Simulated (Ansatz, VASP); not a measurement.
## Pd in VASP and in Ansatz

```xyz
2
Lattice="2.7710 0.0000 0.0000 -1.3855 2.3998 0.0000 0.0000 0.0000 4.6297" Properties=species:S:1:pos:R:3 pbc="T T T"
Pd    0.0000    1.5999    3.4723
Pd    1.3855    0.7999    1.1574
```

Alike in both runs: functional PBE; k mesh 8 × 8 × 4; occupations gaussian, width 0.05 eV; no spin polarisation.

Ansatz relaxed the structure, and its values are those at the end. VASP's run is a single point on that final structure, the one shown.

|  | VASP | Ansatz |
| --- | --- | --- |
| version | VASP 6.6.1 | Ansatz 0.2.0 |
| potentials or method | VASP PAW PBE potentials, release 64 (Pd), cutoff 500 eV | scalar-relativistic, plane waves, PAW |
| valence electrons in the cell | 20 | 36 |

```csv
,VASP,Ansatz,Ansatz less VASP
pressure (GPa),-0.2,0.1,+0.22
```

VASP's potentials hold 20 valence electrons a cell and Ansatz's 36, so a difference there can come from the potentials and not from the codes.
